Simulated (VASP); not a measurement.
**Al2O3: single point with PBE**

Al2O3:

```
Al O
1.0
     2.52154    1.45581    3.97580
    -2.52154    1.45581    3.97580
     0.00000   -2.91162    3.97580
Al O
4 6
Direct
  0.86356 0.86356 0.86356
  0.63644 0.63644 0.63644
  0.13644 0.13644 0.13644
  0.36356 0.36356 0.36356
  0.05616 0.44384 0.75000
  0.75000 0.05616 0.44384
  0.44384 0.75000 0.05616
  0.94384 0.55616 0.25000
  0.25000 0.94384 0.55616
  0.55616 0.25000 0.94384
```

This cell differs from its parent crystal: atoms shifted along a free coordinate, c/a of the conventional cell at fixed volume 2.3651.

- Program: VASP 6.6.1
- Task: single point
- Functional: PBE
- Potentials or basis: VASP PAW PBE potentials, release 64 (Al, O)
- Cutoff: 520 eV
- k mesh: 6 × 6 × 6
- Occupations: gaussian, width 0.05 eV
- Spin: no spin polarisation
- Dipole correction: no
- Further INCAR settings: ALGO = Normal; EDIFF = 1e-07; NBANDS = 35

* Pressure: -1.0 GPa
* Largest force: 1.267 eV/Å
* Band gap on the k mesh: 4.06 eV

Forces on the atoms (eV/Å):
```
Al   0.000  0.000 -1.267
Al   0.000  0.000  1.267
Al   0.000  0.000  1.267
Al   0.000  0.000 -1.267
O   -0.252  0.000  0.000
O    0.126 -0.218  0.000
O    0.126  0.218  0.000
O    0.252  0.000  0.000
O   -0.126  0.218  0.000
O   -0.126 -0.218  0.000
```

Stress tensor (GPa, compression positive):
```
-14.01   0.00   0.00
  0.00 -14.01   0.00
  0.00   0.00  24.89
```

Levels at points of the mesh, in eV from the valence-band top:
| k point | band 22 | band 23 | band 24 | band 25 | band 26 | band 27 |
| --- | --- | --- | --- | --- | --- | --- |
| (0.00, 0.00, 0.00) | -1.06 | -1.06 | 0.00 | 4.06 | 7.32 | 8.31 |
| (0.50, 0.00, 0.00) | -1.40 | -0.68 | -0.68 | 6.90 | 6.90 | 8.31 |
| (0.50, 0.50, 0.00) | -1.68 | -0.96 | -0.70 | 6.98 | 7.16 | 8.19 |
| (0.50, 0.50, 0.50) | -1.59 | -1.59 | -1.59 | 6.61 | 6.61 | 8.95 |

It took 2.7 min on 1 thread of Intel Xeon 8259CL (shared host), peak memory 0.26 GiB.

Caveat: forces of over 1 eV/Å act on the atoms, so gaps and moduli don't describe the material at rest.
